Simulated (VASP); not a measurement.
# CaB6 (Pm-3m) in VASP: settings compared

CaB6 is run at these levels: PBE, LDA; tasks: density of states.

Everything below comes from runs of VASP 6.6.1. Logs are shortened: lines on timing, memory, paths and dates and some standing lists are left out, and cuts for length are marked.

## 1. The cell of the first run

The structure is cubic, space group Pm-3m (No. 221). Conventional cell: a = 4.148 Å, b = 4.148 Å, c = 4.148 Å, α = 90.00°, β = 90.00°, γ = 90.00°. Within 4.0 Å of Ca (site symmetry m-3m) lie 24 B at 3.05 Å. B (site symmetry 4mm) has 5 B at 1.67 to 1.75 Å within 2.2 Å.

## 2. Density of states, PBE

POSCAR reads:

```
CaB6
1.0
    4.1477323187      0.0000000000      0.0000000000
    0.0000000000      4.1477323187      0.0000000000
    0.0000000000      0.0000000000      4.1477323187
Ca B
1 6
Direct
    0.5000000000      0.5000000000      0.5000000000
    0.0000000000      0.0000000000      0.2982058814
    0.0000000000      0.0000000000      0.7017941186
    0.2982058814      0.0000000000      0.0000000000
    0.7017941186      0.0000000000      0.0000000000
    0.0000000000      0.2982058814      0.0000000000
    0.0000000000      0.7017941186      0.0000000000
```

INCAR.step1 reads:

```
SYSTEM = CaB6
PREC     = Accurate       ! precision mode
ENCUT    = 520            ! plane-wave cutoff, eV
EDIFF    = 1E-6           ! SCF threshold, eV
ISMEAR   = 0              ! smearing method
SIGMA    = 0.01           ! smearing width, eV
LREAL    = .False.        ! projectors in reciprocal space
LASPH    = .True.         ! aspherical terms in the spheres
NELM     = 80             ! most SCF steps
ALGO     = Normal         ! electronic algorithm
ISIF     = 2              ! what is computed and relaxed
LWAVE    = .False.        ! write WAVECAR
LCHARG   = .True.         ! write CHGCAR
GGA      = PE             ! functional
NBANDS   = 23             ! bands
```

KPOINTS.step1 reads:

```
regular mesh
0
Gamma
  8 8 8
  0 0 0
```

INCAR.step2 reads:

```
SYSTEM = CaB6
PREC     = Accurate       ! precision mode
ENCUT    = 520            ! plane-wave cutoff, eV
EDIFF    = 1E-6           ! SCF threshold, eV
ISMEAR   = -5             ! smearing method
SIGMA    = 0.01           ! smearing width, eV
LREAL    = .False.        ! projectors in reciprocal space
LASPH    = .True.         ! aspherical terms in the spheres
NELM     = 80             ! most SCF steps
ALGO     = Normal         ! electronic algorithm
ISIF     = 2              ! what is computed and relaxed
LWAVE    = .False.        ! write WAVECAR
LCHARG   = .False.        ! write CHGCAR
GGA      = PE             ! functional
LORBIT   = 10             ! projections on sites
NBANDS   = 23             ! bands
NEDOS    = 2001           ! points of the DOS
ICHARG   = 11             ! starting density
```

KPOINTS.step2 reads:

```
regular mesh
0
Gamma
  12 12 12
  0 0 0
```

Potentials or basis: VASP PAW PBE potentials, release 64 (Ca_sv, B).

On the command line:

```sh
cat potpaw_PBE.64/Ca_sv/POTCAR potpaw_PBE.64/B/POTCAR > POTCAR
cp INCAR.step1 INCAR
cp KPOINTS.step1 KPOINTS
mpirun -np 1 vasp_std > vasp.out
cp INCAR.step2 INCAR
cp KPOINTS.step2 KPOINTS
mpirun -np 1 vasp_std > vasp.out
```

OUTCAR:

```text
SYSTEM = CaB6
   PREC = Accurate
   ENCUT = 520
   EDIFF = 1E-6
   ISMEAR = -5
   LREAL = .False.
   LASPH = .True.
   NELM = 80
   ISIF = 2
   GGA = PE
   LORBIT = 10
   ICHARG = 11

 ion  position               nearest neighbor table
   1  0.500  0.500  0.500-
   2  0.000  0.000  0.298-   3 1.67   4 1.75   5 1.75   6 1.75   7 1.75
   3  0.000  0.000  0.702-   2 1.67   4 1.75   5 1.75   6 1.75   7 1.75
   4  0.298  0.000  0.000-   5 1.67   3 1.75   2 1.75   6 1.75   7 1.75
   5  0.702  0.000  0.000-   4 1.67   3 1.75   2 1.75   6 1.75   7 1.75
   6  0.000  0.298  0.000-   7 1.67   3 1.75   4 1.75   5 1.75   2 1.75
   7  0.000  0.702  0.000-   6 1.67   3 1.75   4 1.75   5 1.75   2 1.75

  LATTYP: Found a simple cubic cell.
 ALAT       =     4.1477323187

  Lattice vectors:

 A1 = (   4.1477323187,   0.0000000000,   0.0000000000)
 A2 = (   0.0000000000,   4.1477323187,   0.0000000000)
 A3 = (   0.0000000000,   0.0000000000,   4.1477323187)

Analysis of symmetry for initial positions (statically):
=====================================================================
 Subroutine PRICEL returns:
 Original cell was already a primitive cell.

 Routine SETGRP: Setting up the symmetry group for a
 simple cubic supercell.

 Subroutine GETGRP returns: Found 48 space group operations
 (whereof 48 operations were pure point group operations)
 out of a pool of 48 trial point group operations.

The static configuration has the point symmetry O_h .

Analysis of symmetry for dynamics (positions and initial velocities):
=====================================================================
 Subroutine PRICEL returns:
 Original cell was already a primitive cell.

 Routine SETGRP: Setting up the symmetry group for a
 simple cubic supercell.

 Subroutine GETGRP returns: Found 48 space group operations
 (whereof 48 operations were pure point group operations)
 out of a pool of 48 trial point group operations.

The dynamic configuration has the point symmetry O_h .

 Subroutine INISYM returns: Found 48 space group operations
 (whereof 48 operations are pure point group operations),
 and found     1 'primitive' translations

----------------------------------------------------------------------------------------

                                     Primitive cell

  volume of cell :      71.3563

[... 108 lines left out ...]
   POTIM  = 0.5000    time-step for ionic-motion
   TEBEG  =    0.0;   TEEND  =   0.0 temperature during run
   PSTRESS=    0.0 pullay stress
   NELECT =      28.0000    total number of electrons
   NUPDOWN=      -1.0000    fix difference up-down
   EMIN   =  10.00;   EMAX   =-10.00  energy-range for DOS
   EFERMI =   0.00;   METHOD = LEGACY
   ISMEAR =    -5;   SIGMA  =   0.01  broadening in eV -4-tet -1-fermi 0-gaus
   EFERMI_NEDOS =   21; number of points for ismear=-14 and -15
   IALGO  =     38    algorithm
   IMIX   =      4    mixing-type and parameters
     AMIX     =   0.40;   BMIX     =  1.00
     AMIX_MAG =   1.60;   BMIX_MAG =  1.00
  volume/ion in A,a.u.               =      10.19        68.79
  Fermi-wavevector in a.u.,A,eV,Ry     =   1.198533  2.264900 19.544527  1.436482
  Thomas-Fermi vector in A             =   2.334420
   LORBIT       =     10    0 simple, 1 ext, 2 COOP (PROOUT), +10 PAW based schemes
   GGA     = PE    functional components
   LHFCALC =     F    Hartree Fock is set to
   AEXX    =    0.0000 exact exchange contribution
   IVDW    =     0    specifies the selected vdW correction
   LEPSILON=     F    determine dielectric tensor
   LRPA    =     F    only Hartree local field effects (RPA)
 non-spin polarized calculation
 Fermi weights with tetrahedron method with Bloechl corrections
  energy-cutoff  :      520.00
  volume of cell :       71.36
 maximum number of plane-waves:      1940
 NGX is ok and might be reduce to    32

 number of electron      28.0000006 magnetization

 Free energy of the ion-electron system (eV)
  ---------------------------------------------------
  ext. energy  EPLUGINS =         0.00000000
  ---------------------------------------------------
  free energy    TOTEN  =       -45.01582118 eV

  energy without entropy =      -45.01582118  energy(sigma->0) =      -45.01582118

 E-fermi :   4.6832     XC(G=0): -10.5647

 val. band max:        4.6834435650   @ k =   0.4167   0.0000   0.0000
 cond. band min:       4.6838819770   @ k =   0.4167   0.0000   0.0000
 fundamental gap:      0.0004384120
 Fermi energy:         4.6832499285

 k-point     1 :       0.0000    0.0000    0.0000
  band No.  band energies     occupation
      1     -36.5276      2.00000
      2     -17.5111      2.00000
      3     -17.5111      2.00000
      4     -17.5111      2.00000
      5      -9.7854      2.00000
      6      -2.2136      2.00000
[... 613 lines left out ...]
     22      11.5778      0.00000
     23      12.5876      0.00000

 [... further k-points ...]
[... 5 lines left out ...]
  --------------------------------------------------------------------------------------
  -------------------------------------------------------------------------------------
  Total        0.0572486      0.0572486      0.0572486     -0.0000000     -0.0000000      0.0000000
  in kB        1.2854150      1.2854150      1.2854150     -0.0000000     -0.0000000      0.0000000
  external PRESSURE =       1.2854150 kB  Pullay stress =       0.0000000 kB

 VOLUME and BASIS-vectors are now :
 -----------------------------------------------------------------------------
  energy-cutoff  :      520.00
  volume of cell :       71.36
      direct lattice vectors                 reciprocal lattice vectors
     4.147732319  0.000000000  0.000000000     0.241095597  0.000000000  0.000000000
     0.000000000  4.147732319  0.000000000     0.000000000  0.241095597  0.000000000
     0.000000000  0.000000000  4.147732319     0.000000000  0.000000000  0.241095597

 POSITION                                       TOTAL-FORCE (eV/Angst)
 -----------------------------------------------------------------------------------
      2.07387      2.07387      2.07387         0.000000      0.000000      0.000000
      0.00000      0.00000      1.23688         0.000000     -0.000000      0.013510
      0.00000      0.00000      2.91085         0.000000      0.000000     -0.013510
      1.23688      0.00000      0.00000         0.013510      0.000000      0.000000
      2.91085      0.00000      0.00000        -0.013510     -0.000000     -0.000000
      0.00000      1.23688      0.00000         0.000000      0.013510      0.000000
      0.00000      2.91085      0.00000         0.000000     -0.013510     -0.000000
 -----------------------------------------------------------------------------------
    total drift:                                0.000000      0.000000     -0.000000

  FREE ENERGIE OF THE ION-ELECTRON SYSTEM (eV)
  ---------------------------------------------------
  free  energy   TOTEN  =       -45.0158211783 eV

  energy  without entropy=      -45.0158211783  energy(sigma->0) =      -45.01582118

 total charge

# of ion       s       p       d       tot
------------------------------------------
    1        2.012   5.841   0.210   8.063
    2        0.700   1.366   0.000   2.065
    3        0.700   1.366   0.000   2.065
    4        0.700   1.366   0.000   2.065
    5        0.700   1.366   0.000   2.065
    6        0.700   1.366   0.000   2.065
    7        0.700   1.366   0.000   2.065
--------------------------------------------------
tot          6.209  14.035   0.210  20.454
```

OUTCAR.step1:

```text
SYSTEM = CaB6
   PREC = Accurate
   ENCUT = 520
   EDIFF = 1E-6
   ISMEAR = 0
   LREAL = .False.
   LASPH = .True.
   NELM = 80
[... 864 lines left out ...]
      2.91085      0.00000      0.00000        -0.016034      0.000000     -0.000000
      0.00000      1.23688      0.00000         0.000000      0.016034     -0.000000
      0.00000      2.91085      0.00000         0.000000     -0.016034     -0.000000
 -----------------------------------------------------------------------------------
    total drift:                                0.000000      0.000000     -0.000000

  FREE ENERGIE OF THE ION-ELECTRON SYSTEM (eV)
  ---------------------------------------------------
  free  energy   TOTEN  =       -45.0165886057 eV

  energy  without entropy=      -45.0165886037  energy(sigma->0) =      -45.01658860
```

It took 48 s on 1 thread of AMD EPYC 9R45 (Zen 5), shared host; peak memory 0.22 GiB.

What came out:

* Valence electrons inside the program's atomic spheres: Ca 8.06; B 2.06

## 3. Density of states, LDA

POSCAR is that of step 2.

INCAR.step1 reads:

```
SYSTEM = CaB6
ALGO = Normal
EDIFF = 1E-7
ENCUT = 520
ISIF = 2
ISMEAR = 0
LASPH = .True.
LCHARG = .True.
LREAL = .False.
LWAVE = .False.
NBANDS = 23
NELM = 100
PREC = Accurate
SIGMA = 0.01
```

KPOINTS.step1 reads:

```
k-points
0
Gamma
  8 8 8
  0 0 0
```

INCAR.step2 reads:

```
SYSTEM = CaB6
ALGO = Normal
EDIFF = 1E-7
ENCUT = 520
ICHARG = 11
ISIF = 2
ISMEAR = -5
LASPH = .True.
LCHARG = .False.
LORBIT = 10
LREAL = .False.
LWAVE = .False.
NEDOS = 1001
NELM = 100
PREC = Accurate
SIGMA = 0.01
```

KPOINTS.step2 reads:

```
k-points
0
Gamma
  12 12 12
  0 0 0
```

Potentials or basis: VASP PAW LDA potentials, release 64 (Ca_sv, B).

On the command line:

```sh
cat potpaw_LDA.64/Ca_sv/POTCAR potpaw_LDA.64/B/POTCAR > POTCAR
cp INCAR.step1 INCAR
cp KPOINTS.step1 KPOINTS
mpirun -np 1 vasp_std > vasp.out
cp INCAR.step2 INCAR
cp KPOINTS.step2 KPOINTS
mpirun -np 1 vasp_std > vasp.out
```

Run time: 46 s. Hardware: 1 thread of AMD EPYC 9R45 (Zen 5), shared host; peak memory 0.19 GiB.

The run converged. Its results:

```yaml
Valence_electrons_inside_the_program's_atomic_spheres: Ca 8.06; B 2.07
```

Levels at points of the mesh, in eV from the valence-band top:
```csv
k point,band 12,band 13,band 14,band 15,band 16,band 17
"(0.00, 0.00, 0.00)",-0.29,-0.29,-0.29,2.87,2.87,2.87
"(0.50, 0.00, 0.00)",-2.32,-1.72,-0.13,0.11,3.18,3.18
"(0.50, 0.50, 0.00)",-2.65,-1.42,-1.42,3.08,3.08,3.97
"(0.50, 0.50, 0.50)",-1.05,-1.05,-1.05,4.12,4.68,4.72
```
